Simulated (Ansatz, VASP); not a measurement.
**Two plane-wave programs on Zr2HS4**

```xyz
14
Lattice="7.2977 0.0000 0.0000 -3.6488 6.3200 0.0000 0.0000 0.0000 20.9172" Properties=species:S:1:pos:R:3 pbc="T T T"
S     1.8244    1.0533    4.0000
S     0.0000    4.2133    4.0000
S     5.4733    1.0533    4.0000
S     3.6488    4.2133    4.0000
S     0.0000    2.1067    6.9172
S    -1.8244    5.2666    6.9172
S     3.6488    2.1067    6.9172
S     1.8244    5.2666    6.9172
Zr    0.0000    0.0000    5.4586
Zr   -1.8244    3.1600    5.4586
Zr    3.6488    0.0000    5.4586
Zr    1.8244    3.1600    5.4586
H    -0.5114    4.5086    7.3672
H     0.5114    3.9181    7.3672
```

Alike in both runs: task single point; functional PBE; dispersion D3(BJ); k mesh 6 × 6 × 1; occupations gaussian, width 0.05 eV; no spin polarisation.

|  | VASP | Ansatz |
| --- | --- | --- |
| version | VASP 6.6.1 | Ansatz 0.2.0 |
| potentials or method | VASP PAW PBE potentials, release 64 (S, Zr_sv, H), cutoff 400 eV | scalar-relativistic, plane waves, PAW |
| valence electrons in the cell | 98 | 98 |

Ansatz gave:

* gap on the k mesh at the Fermi level (eV): none
* rms of the force components (eV/Å): 0.599

What did VASP give for the same quantities?

gap on the k mesh at the Fermi level (eV): none; rms of the force components (eV/Å): 0.598.

A gap of «none» marks a metal or a gap that the smearing closes.
